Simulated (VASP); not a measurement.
# B (P4/mmm) in VASP: notebook

Runs on B. Level: PBE. Tasks: single point.

Everything below comes from runs of VASP 6.6.1. Logs are shortened: lines on timing, memory, paths and dates and some standing lists are left out, and cuts for length are marked.

### Step 1. The cell of the first run

The structure is tetragonal, space group P4/mmm (No. 123). The conventional cell has a = 2.377 Å, b = 2.377 Å, c = 1.607 Å, α = 90.00°, β = 90.00°, γ = 90.00°. Within 2.1 Å of B (site symmetry 4/mmm) lie 2 B at 1.61 Å.

### Step 2. Single point, PBE

INCAR reads:

```
ALGO = Normal ; EDIFF = 1E-6
ENCUT = 520 ; GGA = PE
ISIF = 2 ; ISMEAR = -1
LASPH = T ; LCHARG = F
LREAL = F ; LWAVE = F
NBANDS = 8 ; NELM = 60
PREC = Accurate ; SIGMA = 0.05
```

KPOINTS reads:

```
k-points
0
Gamma
  11 11 16
```

POSCAR reads:

```
B
1.0
    2.3769834089      0.0000000000      0.0000000000
    0.0000000000      2.3769834089      0.0000000000
    0.0000000000      0.0000000000      1.6066580510
B
1
Direct
    0.5000000000      0.5000000000      0.5000000000
```

Potentials or basis: VASP PAW PBE potentials, release 64 (B).

The run is started by

```console
$ cat potpaw_PBE.64/B/POTCAR > POTCAR
$ mpirun -np 1 vasp_std > vasp.out
```

OUTCAR:

```text
EDIFF = 1E-6
   ENCUT = 520
   GGA = PE
   ISIF = 2
   ISMEAR = -1
   LASPH = T
   LREAL = F
   NELM = 60
   PREC = Accurate

 ion  position               nearest neighbor table
   1  0.500  0.500  0.500-

  LATTYP: Found a simple tetragonal cell.
 ALAT       =     2.3769834089
 C/A-ratio  =     0.6759231238

  Lattice vectors:

 A1 = (   2.3769834089,   0.0000000000,   0.0000000000)
 A2 = (   0.0000000000,   2.3769834089,   0.0000000000)
 A3 = (   0.0000000000,   0.0000000000,   1.6066580510)

Analysis of symmetry for initial positions (statically):
=====================================================================
 Subroutine PRICEL returns:
 Original cell was already a primitive cell.

 Routine SETGRP: Setting up the symmetry group for a
 simple tetragonal supercell.

 Subroutine GETGRP returns: Found 16 space group operations
 (whereof 16 operations were pure point group operations)
 out of a pool of 16 trial point group operations.

The static configuration has the point symmetry D_4h.

Analysis of symmetry for dynamics (positions and initial velocities):
=====================================================================
 Subroutine PRICEL returns:
 Original cell was already a primitive cell.

 Routine SETGRP: Setting up the symmetry group for a
 simple tetragonal supercell.

 Subroutine GETGRP returns: Found 16 space group operations
 (whereof 16 operations were pure point group operations)
 out of a pool of 16 trial point group operations.

The dynamic configuration has the point symmetry D_4h.

 Subroutine INISYM returns: Found 16 space group operations
 (whereof 16 operations are pure point group operations),
 and found     1 'primitive' translations

----------------------------------------------------------------------------------------

                                     Primitive cell

  volume of cell :       9.0777

  direct lattice vectors                    reciprocal lattice vectors
     2.376983409  0.000000000  0.000000000     0.420701296  0.000000000  0.000000000
     0.000000000  2.376983409  0.000000000     0.000000000  0.420701296  0.000000000
     0.000000000  0.000000000  1.606658051     0.000000000  0.000000000  0.622409977

  length of vectors
     2.376983409  2.376983409  1.606658051     0.420701296  0.420701296  0.622409977

  position of ions in fractional coordinates (direct lattice)
[... 71 lines left out ...]
   ISPIN  =      1    spin polarized calculation?
   LNONCOLLINEAR =      F non collinear calculations
   LSORBIT =      F    spin-orbit coupling
   LASPH  =      T    aspherical Exc in radial PAW
   ENCUT  =  520.0 eV  38.22 Ry    6.18 a.u.   4.42  4.42  2.99*2*pi/ulx,y,z
   NELM   =     60;   NELMIN=  2; NELMDL= -5     # of ELM steps
   EDIFF  = 0.1E-05   stopping-criterion for ELM
   LREAL  =      F    real-space projection
   EDIFFG = 0.1E-04   stopping-criterion for IOM
   NSW    =      0    number of steps for IOM
   IBRION =     -1    ionic relax: 0-MD 1-quasi-New 2-CG
   NFREE  =      0    steps in history (QN), initial steepest desc. (CG)
   ISIF   =      2    stress and relaxation
   ISYM   =      2    0-nonsym 1-usesym 2-fastsym
   POTIM  = 0.5000    time-step for ionic-motion
   TEBEG  =    0.0;   TEEND  =   0.0 temperature during run
   PSTRESS=    0.0 pullay stress
   NELECT =       3.0000    total number of electrons
   NUPDOWN=      -1.0000    fix difference up-down
   EMIN   =  10.00;   EMAX   =-10.00  energy-range for DOS
   EFERMI =   0.00;   METHOD = LEGACY
   ISMEAR =    -1;   SIGMA  =   0.05  broadening in eV -4-tet -1-fermi 0-gaus
   EFERMI_NEDOS =   21; number of points for ismear=-14 and -15
   IALGO  =     38    algorithm
   IMIX   =      4    mixing-type and parameters
     AMIX     =   0.40;   BMIX     =  1.00
     AMIX_MAG =   1.60;   BMIX_MAG =  1.00
  volume/ion in A,a.u.               =       9.08        61.26
  Fermi-wavevector in a.u.,A,eV,Ry     =   1.131853  2.138892 17.430302  1.281091
  Thomas-Fermi vector in A             =   2.268553
   LORBIT       =      0    0 simple, 1 ext, 2 COOP (PROOUT), +10 PAW based schemes
   GGA     = PE    functional components
   LHFCALC =     F    Hartree Fock is set to
   AEXX    =    0.0000 exact exchange contribution
   IVDW    =     0    specifies the selected vdW correction
   LEPSILON=     F    determine dielectric tensor
   LRPA    =     F    only Hartree local field effects (RPA)
 non-spin polarized calculation
  energy-cutoff  :      520.00
  volume of cell :        9.08
 maximum number of plane-waves:       258
 NGX is ok and might be reduce to    18
   NGX =  9   NGY =  9   NGZ =  5

 number of electron       3.0000000 magnetization

 Free energy of the ion-electron system (eV)
  ---------------------------------------------------
  ext. energy  EPLUGINS =         0.00000000
  ---------------------------------------------------
  free energy    TOTEN  =        -5.65107685 eV

  energy without entropy =       -5.64909795  energy(sigma->0) =       -5.65008740

 E-fermi :   4.7086     XC(G=0): -10.8657

 val. band max:        4.6821557525   @ k =   0.4545   0.3636   0.1875
 cond. band min:       4.7363527978   @ k =   0.2727   0.1818   0.1875
 fundamental gap:      0.0541970454
 Fermi energy:         4.7086151465

 k-point     1 :       0.0000    0.0000    0.0000
  band No.  band energies     occupation
      1      -8.9786      2.00000
      2       8.9881      0.00000
      3       8.9881      0.00000
      4      18.7622      0.00000
      5      19.6464      0.00000
      6      30.1399      0.00000
      7      39.6940      0.00000
      8      39.6940      0.00000
[... 243 lines left out ...]
 k-point    24 :       0.1818    0.0000    0.0625
  band No.  band energies     occupation
      1      -8.0940      2.00000
      2       5.4223      0.00000
      3       9.6317      0.00000
      4      19.9041      0.00000
      5      23.7009      0.00000
      6      29.2438      0.00000
      7      33.2382      0.00000
      8      36.4177      0.00000

 [... further k-points ...]
[... 5 lines left out ...]
  --------------------------------------------------------------------------------------
  -------------------------------------------------------------------------------------
  Total       -0.1778045     -0.1778045     -0.7702007      0.0000000     -0.0000000      0.0000000
  in kB      -31.3817728    -31.3817728   -135.9373365      0.0000000     -0.0000000      0.0000000
  external PRESSURE =     -66.2336274 kB  Pullay stress =       0.0000000 kB

 VOLUME and BASIS-vectors are now :
 -----------------------------------------------------------------------------
  energy-cutoff  :      520.00
  volume of cell :        9.08
      direct lattice vectors                 reciprocal lattice vectors
     2.376983409  0.000000000  0.000000000     0.420701296  0.000000000  0.000000000
     0.000000000  2.376983409  0.000000000     0.000000000  0.420701296  0.000000000
     0.000000000  0.000000000  1.606658051     0.000000000  0.000000000  0.622409977

 POSITION                                       TOTAL-FORCE (eV/Angst)
 -----------------------------------------------------------------------------------
      1.18849      1.18849      0.80333         0.000000      0.000000      0.000000
 -----------------------------------------------------------------------------------
    total drift:                                0.000000      0.000000     -0.000000

  FREE ENERGIE OF THE ION-ELECTRON SYSTEM (eV)
  ---------------------------------------------------
  free  energy   TOTEN  =        -5.6510768511 eV

  energy  without entropy=       -5.6490979546  energy(sigma->0) =       -5.65008740
```

stdout:

```text
POSCAR found type information on POSCAR B
 POSCAR found :  1 types and       1 ions
 scaLAPACK will be used
 LDA part: xc-table for (Slater+PW92), standard interpolation
 POSCAR, INCAR and KPOINTS ok, starting setup
 FFT: planning ... GRIDC
 FFT: planning ... GRID_SOFT
 FFT: planning ... GRID
 WAVECAR not read
 entering main loop
```

It took 5 s on 1 thread of Intel Xeon Platinum 8488C (Sapphire Rapids), shared host; peak memory 0.11 GiB.

Results:

* Free energy: -5.6511 eV
* Pressure: -6.6 GPa

Levels at points of the mesh, in eV from the Fermi level:
| k point | band 1 | band 2 | band 3 | band 4 | band 5 | band 6 |
| --- | --- | --- | --- | --- | --- | --- |
| (0.00, 0.00, 0.00) | -13.69 | 4.28 | 4.28 | 14.05 | 14.94 | 25.43 |
| (0.00, 0.00, 0.50) | -5.80 | 1.26 | 13.08 | 13.08 | 20.89 | 26.07 |

### Step 3. Single point, PBE

This run uses another cell than the first one, of 9.25 Å³/atom, 1.019 times its volume.

INCAR reads:

```
ALGO = Normal
EDIFF = 1E-6
ENCUT = 520
GGA = PE
ISIF = 2
ISMEAR = -1
LASPH = T
LCHARG = F
LREAL = F
LWAVE = F
NBANDS = 8
NELM = 100
PREC = Accurate
SIGMA = 0.05
```

KPOINTS is that of step 2.

POSCAR reads:

```
B
1.0
    2.3921238388      0.0000000000      0.0000000000
    0.0000000000      2.3921238388      0.0000000000
    0.0000000000      0.0000000000      1.6168918177
B
1
Direct
    0.5000000000      0.5000000000      0.5000000000
```

Potentials or basis: VASP PAW PBE potentials, release 64 (B).

The run is started by

```console
$ cat potpaw_PBE.64/B/POTCAR > POTCAR
$ mpirun -np 1 vasp_std > vasp.out
```

Wall time 5.1 s (1 thread of Intel Xeon Platinum 8488C (Sapphire Rapids), shared host); peak memory 0.11 GiB.

Results (log left out):

* Free energy: -5.6424 eV
* Pressure: -9.3 GPa

Stress tensor (GPa, compression positive):
```
 -3.95   0.00   0.00
  0.00  -3.95   0.00
  0.00   0.00 -20.12
```

Levels at points of the mesh, in eV from the Fermi level:
```csv
k point,band 1,band 2,band 3,band 4
"(0.00, 0.00, 0.00)",-13.54,4.21,4.21,13.95
"(0.00, 0.00, 0.50)",-5.72,1.19,12.86,12.86
```

(Part 1 of 2 ends here.)
